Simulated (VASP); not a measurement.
# Ga (Cmce) in VASP: a series of runs, part 2 of 2

VASP 6.6.1. Earlier steps stand in the parts before.

**4. Single point, LDA**

Contents of INCAR:

```
PREC     = Accurate       # precision mode
ENCUT    = 520            # plane-wave cutoff, eV
EDIFF    = 1E-7           # SCF threshold, eV
ISMEAR   = -1             # smearing method
SIGMA    = 0.6            # smearing width, eV
LREAL    = F              # projectors in reciprocal space
LASPH    = T              # aspherical terms in the spheres
NELM     = 60             # most SCF steps
ALGO     = Normal         # electronic algorithm
ISIF     = 2              # what is computed and relaxed
LWAVE    = F              # write WAVECAR
LCHARG   = T              # write CHGCAR
LELF     = T              # ELF
LVHAR    = T            
NBANDS   = 34             # bands
```

Contents of KPOINTS:

```
Automatic mesh
0
Gamma
  8 8 7
```

Contents of POSCAR:

```
Ga
1.0
    2.2178908173     -3.7419137528      0.0000000000
    2.2178908173      3.7419137528      0.0000000000
    0.0000000000      0.0000000000      4.4249628129
Ga
4
Direct
    0.8443628362      0.1556371638      0.0859373133
    0.6556371638      0.3443628362      0.5859373133
    0.1556371638      0.8443628362      0.9140626867
    0.3443628362      0.6556371638      0.4140626867
```

Potentials or basis: VASP PAW LDA potentials, release 64 (Ga_d).

Command:

```
$ cat potpaw_LDA.64/Ga_d/POTCAR > POTCAR
$ mpirun -np 1 vasp_std > vasp.out
```

OUTCAR:

```text
PREC = Accurate
   ENCUT = 520
   EDIFF = 1E-7
   ISMEAR = -1
   LREAL = F
   LASPH = T
   NELM = 60
   ISIF = 2

 ion  position               nearest neighbor table
   1  0.844  0.156  0.086-   3 2.45   2 2.62   2 2.62   4 2.65   4 2.65   3 2.74   3 2.74
   2  0.656  0.344  0.586-   4 2.45   1 2.62   1 2.62   3 2.65   3 2.65   4 2.74   4 2.74
   3  0.156  0.844  0.914-   1 2.45   4 2.62   4 2.62   2 2.65   2 2.65   1 2.74   1 2.74
   4  0.344  0.656  0.414-   2 2.45   3 2.62   3 2.62   1 2.65   1 2.65   2 2.74   2 2.74

  LATTYP: Found a base centered orthorhombic cell.
 ALAT       =     4.4357816346
 B/A-ratio  =     1.6871496665
 C/A-ratio  =     0.9975610112

  Lattice vectors:

 A1 = (   2.2178908173,  -3.7419137528,   0.0000000000)
 A2 = (   2.2178908173,   3.7419137528,   0.0000000000)
 A3 = (   0.0000000000,   0.0000000000,   4.4249628129)

Analysis of symmetry for initial positions (statically):
=====================================================================
 Subroutine PRICEL returns:
 Original cell was already a primitive cell.

 Routine SETGRP: Setting up the symmetry group for a
 base centered orthorhombic supercell.

 Subroutine GETGRP returns: Found  8 space group operations
 (whereof  4 operations were pure point group operations)
 out of a pool of  8 trial point group operations.

The static configuration has the point symmetry C_2h.
 The point group associated with its full space group is D_2h.

Analysis of symmetry for dynamics (positions and initial velocities):
=====================================================================
 Subroutine PRICEL returns:
 Original cell was already a primitive cell.

 Routine SETGRP: Setting up the symmetry group for a
 base centered orthorhombic supercell.

 Subroutine GETGRP returns: Found  8 space group operations
 (whereof  4 operations were pure point group operations)
 out of a pool of  8 trial point group operations.

The dynamic configuration has the point symmetry C_2h.
 The point group associated with its full space group is D_2h.

 Subroutine INISYM returns: Found  8 space group operations
 (whereof  4 operations are pure point group operations),
 and found     1 'primitive' translations

----------------------------------------------------------------------------------------

                                     Primitive cell

  volume of cell :      73.4469

  direct lattice vectors                    reciprocal lattice vectors
     2.217890817 -3.741913753  0.000000000     0.225439411 -0.133621466  0.000000000
     2.217890817  3.741913753  0.000000000     0.225439411  0.133621466  0.000000000
     0.000000000  0.000000000  4.424962813     0.000000000  0.000000000  0.225990600

  length of vectors
     4.349822779  4.349822779  4.424962813     0.262064160  0.262064160  0.225990600

  position of ions in fractional coordinates (direct lattice)
     0.844362836  0.155637164  0.085937313
     0.655637164  0.344362836  0.585937313
     0.155637164  0.844362836  0.914062687
     0.344362836  0.655637164  0.414062687

  ion indices of the primitive-cell ions
   primitive index   ion index
                 1           1
                 2           2
                 3           3
                 4           4

[... 24 lines left out ...]
 Found     84 irreducible k-points:

 Following reciprocal coordinates:
            Coordinates               Weight
  0.000000  0.000000  0.000000      1.000000
  0.125000  0.000000  0.000000      4.000000
  0.250000  0.000000  0.000000      4.000000
  0.375000  0.000000  0.000000      4.000000
  0.500000  0.000000  0.000000      2.000000
  0.125000  0.125000  0.000000      2.000000
[... 16 lines left out ...]
  0.125000  0.000000  0.142857      8.000000
  0.250000  0.000000  0.142857      8.000000
 [... further k-points ...]
   k-points           NKPTS =     84   k-points in BZ     NKDIM =     84   number of bands    NBANDS=     34
   number of dos      NEDOS =    301   number of ions     NIONS =      4
   total plane-waves  NPLWV =  36864
   dimension x,y,z NGX =    32 NGY =   32 NGZ =   36
   dimension x,y,z NGXF=    64 NGYF=   64 NGZF=   72
   ions per type =               4
   NGX,Y,Z   is equivalent  to a cutoff of  12.23, 12.23, 13.53 a.u.
   NGXF,Y,Z  is equivalent  to a cutoff of  24.46, 24.46, 27.05 a.u.
 SYSTEM =  unknown system
   PREC   = accura    normal or accurate (medium, high low for compatibility)
   ISTART =      0    job   : 0-new  1-cont  2-samecut
   ICHARG =      2    charge: 1-file 2-atom 10-const
   ISPIN  =      1    spin polarized calculation?
   LNONCOLLINEAR =      F non collinear calculations
   LSORBIT =      F    spin-orbit coupling
   LASPH  =      T    aspherical Exc in radial PAW
   ENCUT  =  520.0 eV  38.22 Ry    6.18 a.u.   8.09  8.09  8.23*2*pi/ulx,y,z
   NELM   =     60;   NELMIN=  2; NELMDL= -5     # of ELM steps
   EDIFF  = 0.1E-06   stopping-criterion for ELM
   LREAL  =      F    real-space projection
   EDIFFG = 0.1E-05   stopping-criterion for IOM
   NSW    =      0    number of steps for IOM
   IBRION =     -1    ionic relax: 0-MD 1-quasi-New 2-CG
   NFREE  =      0    steps in history (QN), initial steepest desc. (CG)
   ISIF   =      2    stress and relaxation
   ISYM   =      2    0-nonsym 1-usesym 2-fastsym
   POTIM  = 0.5000    time-step for ionic-motion
   TEBEG  =    0.0;   TEEND  =   0.0 temperature during run
   PSTRESS=    0.0 pullay stress
   NELECT =      52.0000    total number of electrons
   NUPDOWN=      -1.0000    fix difference up-down
   EMIN   =  10.00;   EMAX   =-10.00  energy-range for DOS
   EFERMI =   0.00;   METHOD = LEGACY
   ISMEAR =    -1;   SIGMA  =   0.60  broadening in eV -4-tet -1-fermi 0-gaus
   EFERMI_NEDOS =   21; number of points for ismear=-14 and -15
   IALGO  =     38    algorithm
   IMIX   =      4    mixing-type and parameters
     AMIX     =   0.40;   BMIX     =  1.00
     AMIX_MAG =   1.60;   BMIX_MAG =  1.00
  volume/ion in A,a.u.               =      18.36       123.91
  Fermi-wavevector in a.u.,A,eV,Ry     =   1.459099  2.757297 28.966394  2.128970
  Thomas-Fermi vector in A             =   2.575706
   LORBIT       =      0    0 simple, 1 ext, 2 COOP (PROOUT), +10 PAW based schemes
   GGA     = CA    functional components
   LHFCALC =     F    Hartree Fock is set to
   AEXX    =    0.0000 exact exchange contribution
   IVDW    =     0    specifies the selected vdW correction
   LEPSILON=     F    determine dielectric tensor
   LRPA    =     F    only Hartree local field effects (RPA)
 non-spin polarized calculation
  energy-cutoff  :      520.00
  volume of cell :       73.45
 maximum number of plane-waves:      2002
   NGX = 17   NGY = 17   NGZ = 17

 number of electron      52.0000021 magnetization

 Free energy of the ion-electron system (eV)
  ---------------------------------------------------
  ext. energy  EPLUGINS =         0.00000000
  ---------------------------------------------------
  free energy    TOTEN  =       -15.13558149 eV

  energy without entropy =      -13.52853263  energy(sigma->0) =      -14.33205706

 E-fermi :   5.3801     XC(G=0): -11.3021

 val. band max:        5.3686614809   @ k =   0.0000   0.0000   0.4286
 cond. band min:       5.3881119888   @ k =   0.5000   0.3750   0.1429
 fundamental gap:      0.0194505079
 Fermi energy:         5.3801281058

 k-point     1 :       0.0000    0.0000    0.0000
  band No.  band energies     occupation
      1      -9.9712      2.00000
      2      -9.9678      2.00000
      3      -9.9395      2.00000
      4      -9.9180      2.00000
      5      -9.8799      2.00000
      6      -9.8545      2.00000
[... 877 lines left out ...]
     33      11.3559      0.00009
     34      13.8539      0.00000

 [... further k-points ...]

------------------------ aborting loop because EDIFF is reached ----------------------------------------

  FORCE on cell =-STRESS in cart. coord.  units (eV):
  Direction    XX          YY          ZZ          XY          YZ          ZX
  --------------------------------------------------------------------------------------
  -------------------------------------------------------------------------------------
  Total        1.2417582      1.0171624      0.9751423      0.0000000     -0.0000000      0.0000000
  in kB       27.0878212     22.1884686     21.2718381      0.0000000     -0.0000000      0.0000000
  external PRESSURE =      23.5160426 kB  Pullay stress =       0.0000000 kB

 VOLUME and BASIS-vectors are now :
 -----------------------------------------------------------------------------
  energy-cutoff  :      520.00
  volume of cell :       73.45
      direct lattice vectors                 reciprocal lattice vectors
     2.217890817 -3.741913753  0.000000000     0.225439411 -0.133621466  0.000000000
     2.217890817  3.741913753  0.000000000     0.225439411  0.133621466  0.000000000
     0.000000000  0.000000000  4.424962813     0.000000000  0.000000000  0.225990600

 POSITION                                       TOTAL-FORCE (eV/Angst)
 -----------------------------------------------------------------------------------
      2.21789     -2.57715      0.38027         0.000000      0.050599      0.039363
      2.21789     -1.16476      2.59275         0.000000     -0.050599      0.039363
      2.21789      2.57715      4.04469         0.000000     -0.050599     -0.039363
      2.21789      1.16476      1.83221         0.000000      0.050599     -0.039363
 -----------------------------------------------------------------------------------
    total drift:                                0.000000      0.000000      0.000000

  FREE ENERGIE OF THE ION-ELECTRON SYSTEM (eV)
  ---------------------------------------------------
  free  energy   TOTEN  =       -15.1355814865 eV

  energy  without entropy=      -13.5285326319  energy(sigma->0) =      -14.33205706
```

Wall time 3.3 min (1 thread of Intel Xeon 8259CL, shared host); peak memory 0.26 GiB.

What came out:

- Free energy: -15.1356 eV
- Pressure: 2.4 GPa
- Largest force: 0.064 eV/Å
- Band gap on the k mesh: zero (bands 26 and 27 overlap by 1.04 eV)

Forces on the atoms (eV/Å):
```
Ga   0.000  0.051  0.039
Ga   0.000 -0.051  0.039
Ga   0.000 -0.051 -0.039
Ga   0.000  0.051 -0.039
```

Stress tensor (GPa, compression positive):
```
2.71 0.00 0.00
0.00 2.22 0.00
0.00 0.00 2.13
```

Levels at points of the mesh, in eV from the Fermi level:
```csv
k point,band 22,band 23,band 24,band 25,band 26,band 27,band 28,band 29,band 30,band 31
"(0.00, 0.00, 0.00)",-4.29,-3.89,-1.88,-1.73,-0.81,0.86,0.98,1.09,5.34,5.65
"(0.50, 0.00, 0.00)",-8.96,-3.54,-3.54,-1.48,-1.48,0.80,0.80,4.33,4.33,5.54
"(0.50, 0.50, 0.00)",-7.58,-4.22,-3.55,-1.69,-1.61,1.08,1.19,3.52,3.95,4.31
```

Caveat: so wide a smearing shifts energies and pressures.

**5. Single point, LDA**

Contents of INCAR:

```
  ALGO = Normal
  EDIFF = 1E-6
  ENCUT = 520
  ISIF = 2
  ISMEAR = -1
  LASPH = T
  LCHARG = F
  LREAL = F
  LWAVE = F
  NBANDS = 34
  NELM = 60
  PREC = Accurate
  SIGMA = 1.0
```

Contents of KPOINTS:

```
k-points
0
Gamma
  8 8 7
```

POSCAR is that of step 4.

Command:

```
$ cat potpaw_LDA.64/Ga_d/POTCAR > POTCAR
$ mpirun -np 1 vasp_std > vasp.out
```

Run time: 3.2 min. Hardware: 1 thread of Intel Xeon 8259CL, shared host; peak memory 0.26 GiB.

It converged, with:

```
Free energy            : -16.6260 eV
Pressure               : 5.5 GPa
Largest force          : 0.066 eV/Å
Band gap on the k mesh : zero (bands 26 and 27 overlap by 1.03 eV)
```

Forces in eV/Å, atoms in the order of the input:
```
Ga   0.000  0.027  0.060
Ga   0.000 -0.027  0.060
Ga   0.000 -0.027 -0.060
Ga   0.000  0.027 -0.060
```

Stress tensor (GPa, compression positive):
```
5.77 0.00 0.00
0.00 5.57 0.00
0.00 0.00 5.30
```

Levels at points of the mesh, in eV from the Fermi level:
```tsv
k point	band 22	band 23	band 24	band 25	band 26	band 27	band 28	band 29	band 30	band 31
(0.00, 0.00, 0.00)	-4.28	-3.87	-1.85	-1.70	-0.79	0.88	1.01	1.11	5.37	5.68
(0.50, 0.00, 0.00)	-8.94	-3.52	-3.52	-1.46	-1.46	0.83	0.83	4.35	4.35	5.57
(0.50, 0.50, 0.00)	-7.57	-4.21	-3.52	-1.67	-1.58	1.11	1.21	3.55	3.98	4.34
```

Caveat: the cell stands under pressure; so wide a smearing shifts energies and pressures.

**6. Summary**

```csv
smearing,gap on the mesh (eV),pressure (GPa),largest force (eV/Å)
fermi-dirac 0.03 eV,none,0.1,0.01
fermi-dirac 0.2 eV,none,0.3,0.02
fermi-dirac 0.6 eV,none,2.4,0.06
fermi-dirac 1 eV,none,5.5,0.07
```

Alike in all rows: task single point; level LDA; potentials or basis VASP PAW LDA potentials, release 64 (Ga_d); no spin polarisation; cell as given; k mesh 8 × 8 × 7; cutoff (eV) 520.

Caveats: so wide a smearing shifts energies and pressures (at least some runs); the cell stands under pressure (at least some runs).

Absolute energies hang on the potentials; compare differences alone.
